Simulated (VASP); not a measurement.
Here is a VASP 6.6.1 calculation.

File INCAR:

```
SYSTEM = Ta3Os
  PREC = Accurate
  ENCUT = 520
  EDIFF = 1E-6
  ISMEAR = -1
  SIGMA = 0.05
  LREAL = .FALSE.
  LASPH = .TRUE.
  NELM = 60
  ALGO = Normal
  ISIF = 2
  LWAVE = .FALSE.
  LCHARG = .FALSE.
  GGA = PS
  NBANDS = 28
```

The input KPOINTS:

```
Automatic mesh
0
G
  2 2 2
  0 0 0
```

The input POSCAR:

```
Ta3Os
1.0
    0.0000000000      3.2228180000      3.2228180000
    3.2228180000      0.0000000000      3.2228180000
    3.2228180000      3.2228180000      0.0000000000
Ta Os
3 1
Direct
    0.2500000000      0.2500000000      0.2500000000
    0.7500000000      0.7500000000      0.7500000000
    0.5000000000      0.5000000000      0.5000000000
    0.0000000000      0.0000000000      0.0000000000
```

Potentials or basis: VASP PAW PBE potentials, release 64 (Ta_pv, Os).

Command:

```sh
$ cat potpaw_PBE.64/Ta_pv/POTCAR potpaw_PBE.64/Os/POTCAR > POTCAR
$ mpirun -np 1 vasp_std > vasp.out
```

Q: Estimate the pressure.

A: -13.5 GPa.

Caveat: the k points lie up to 0.84 Å⁻¹ apart; the PAW data sets were made with another functional, which shifts forces and pressure a little.
